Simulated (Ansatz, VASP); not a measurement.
**AlOsC6N6 in VASP and in Ansatz**

The input INCAR:

```
  PREC = Accurate
  ENCUT = 520
  EDIFF = 1E-6
  ISMEAR = 0
  SIGMA = 0.1
  LREAL = F
  LASPH = T
  NELM = 150
  ALGO = Normal
  ISIF = 2
  LWAVE = F
  LCHARG = F
  ISPIN = 2
  MAGMOM = 0 1 0 0 0 0 0 0 0 0 0 0 0 0
  LORBIT = 11
  LMAXMIX = 4
  GGA = PE
  NBANDS = 50
```

The input KPOINTS:

```
Automatic mesh
0
Gamma
  4 4 4
```

The input POSCAR:

```
AlOsC6N6
1.0
    0.0000000000      5.0300000000      5.0300000000
    5.0300000000      0.0000000000      5.0300000000
    5.0300000000      5.0300000000      0.0000000000
Al Os C N
1 1 6 6
Direct
    0.0000000000      0.0000000000      0.0000000000
    0.5000000000      0.5000000000      0.5000000000
    0.8136182900      0.1863817100      0.1863817100
    0.1863817100      0.8136182900      0.1863817100
    0.1863817100      0.1863817100      0.8136182900
    0.1863817100      0.8136182900      0.8136182900
    0.8136182900      0.1863817100      0.8136182900
    0.8136182900      0.8136182900      0.1863817100
    0.6973161000      0.3026839000      0.3026839000
    0.3026839000      0.6973161000      0.3026839000
    0.3026839000      0.3026839000      0.6973161000
    0.3026839000      0.6973161000      0.6973161000
    0.6973161000      0.3026839000      0.6973161000
    0.6973161000      0.6973161000      0.3026839000
```

Input for Ansatz:

```yaml
crystal:
  lattice:
    - [0.0, 5.03, 5.03]
    - [5.03, 0.0, 5.03]
    - [5.03, 5.03, 0.0]
  atoms:
    - { symbol: Al, position: [0.0, 0.0, 0.0] }
    - { symbol: Os, position: [0.5, 0.5, 0.5], spin: 1.0 }
    - { symbol: C, position: [0.81361829, 0.18638171, 0.18638171] }
    - { symbol: C, position: [0.18638171, 0.81361829, 0.18638171] }
    - { symbol: C, position: [0.18638171, 0.18638171, 0.81361829] }
    - { symbol: C, position: [0.18638171, 0.81361829, 0.81361829] }
    - { symbol: C, position: [0.81361829, 0.18638171, 0.81361829] }
    - { symbol: C, position: [0.81361829, 0.81361829, 0.18638171] }
    - { symbol: "N", position: [0.6973161, 0.3026839, 0.3026839] }
    - { symbol: "N", position: [0.3026839, 0.6973161, 0.3026839] }
    - { symbol: "N", position: [0.3026839, 0.3026839, 0.6973161] }
    - { symbol: "N", position: [0.3026839, 0.6973161, 0.6973161] }
    - { symbol: "N", position: [0.6973161, 0.3026839, 0.6973161] }
    - { symbol: "N", position: [0.6973161, 0.6973161, 0.3026839] }
basis:
  ecutwfc: 420
kpoints:
  mp_grid: { grid: [4, 4, 4] }
hamiltonian:
  xc: pbe
scf:
  occupations: { method: gaussian, width: 0.1 }
  lower_state_search: "off"
output:
  forces: true
  stress: true
  eigenvalues: true
  populations: true
magnetization:
  spin_polarized: true
```

Alike in both runs: task single point; functional PBE; k mesh 4 × 4 × 4; occupations gaussian, width 0.1 eV; collinear spin.

|  | VASP | Ansatz |
| --- | --- | --- |
| version | VASP 6.6.1 | Ansatz 0.2.0 |
| potentials or method | VASP PAW PBE potentials, release 64 (Al, Os, C, N), cutoff 520 eV | scalar-relativistic, plane waves, PAW |
| valence electrons in the cell | 65 | 73 |

```csv
,VASP,Ansatz,Ansatz less VASP
gap on the k mesh at the Fermi level (eV),none,none,-
pressure (GPa),8.7,8.1,-0.64
rms of the force components (eV/Å),1.031,1.159,+0.1280
net moment per atom (μB),0.07,0.07,0.000
size of the moment on the site where the two differ most (μB),0.70,0.43,-0.270
```

Site moments also hang on the region over which each program counts them. Atom by atom the forces differ by 0.155 eV/Å (rms over components). A gap of «none» marks a metal or a gap that the smearing closes. With one functional, cell and mesh, what is left measures potentials, basis and numerics. VASP's potentials hold 65 valence electrons a cell and Ansatz's 73, so a difference there can come from the potentials and not from the codes.

Spin-orbit coupling is off throughout. Noted on VASP's run: the standard files for N, O and F lose accuracy on very short bonds.
